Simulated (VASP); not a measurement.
Set up this calculation in VASP 6.6.1, as the native input.

- Task: single point
- Functional: PBE
- Potentials or basis: VASP PAW PBE potentials, release 64 (Si, N)
- Cutoff: 520 eV
- k mesh: 1 × 1 × 1, shifted
- Occupations: fermi-dirac, width 0.3447 eV
- Spin: no spin polarisation
- Dipole correction: no
- Further INCAR settings: LREAL = Auto; ALGO = Normal; EDIFF = 1e-06; NBANDS = 69; ISYM = 0

The structure of Si11N12 lies in POSCAR:

```
Si11N12
1.0
    6.4418990000      0.1209050000      0.0829390000
    0.1209050000      6.5958520000      0.1101930000
    0.0829390000      0.1101930000      6.6182720000
Si N
11 12
Direct
    0.7414295961      0.7477121292      0.2442070873
    0.1033441219      0.0088263812      0.5919947286
    0.5822363426      1.0772977716      0.1038546356
    0.7685140500      0.4782563951      0.8809308089
    0.5324024675      0.0882530844      0.5620737860
    0.2206663887      0.7937717211      1.0298706465
    0.7443162649      0.8316677690      0.8642738145
    0.4722258783      0.6121779644      0.6066290916
    0.3181147797      0.3687717802      0.9470860082
    0.1718340519      1.1015330487      0.2445476741
    0.0125226979      0.4209365220      0.1665527077
    0.5938420235      0.3068031197      1.0185634226
    0.3234576473      0.5709665675      0.8233134309
    0.8693315464      0.2892763787      0.4224432418
    0.4605146156      0.0477733440      0.3182377651
    0.3370626589      0.2435941742      0.6317853040
    1.0798121916     -0.1278050088      0.7850973296
    0.5864765578      0.8585192760      0.6559034452
    0.1234409557      0.6909487188      0.3110078006
    0.4940831966      0.7767208418      0.1075672070
    0.2540950241      0.6408145649      0.4388265296
    0.8454867651      0.9855706855      0.1357531366
    0.6632771656      0.3368643668      0.4458084165
```

These files were run (other wordings do the same):

INCAR

```
  PREC = Accurate
  ENCUT = 520
  EDIFF = 1E-6
  ISMEAR = -1
  SIGMA = 0.3447
  LREAL = Auto
  LASPH = T
  NELM = 60
  ALGO = Normal
  ISIF = 2
  LWAVE = F
  LCHARG = F
  GGA = PE
  NBANDS = 69
  ISYM = 0
```

KPOINTS

```
Automatic mesh
0
Gamma
  1 1 1
  0.25 0.25 0.25
```

Potentials or basis: VASP PAW PBE potentials, release 64 (Si, N).

The run is started by

```bash
$ cat potpaw_PBE.64/Si/POTCAR potpaw_PBE.64/N/POTCAR > POTCAR
$ mpirun -np 1 vasp_std > vasp.out
```

It gave:

```json
{"Pressure": "4.4 GPa", "Largest force": "6.455 eV/Å", "Band gap on the k mesh": "0.24 eV"}
```

Caveat: the k points lie up to 0.98 Å⁻¹ apart; the standard files for N, O and F lose accuracy on very short bonds.

Run time: 34 s on 1 thread of AMD EPYC 9R45 96-Core Processor (Zen 5) (shared host), peak memory 0.29 GiB.
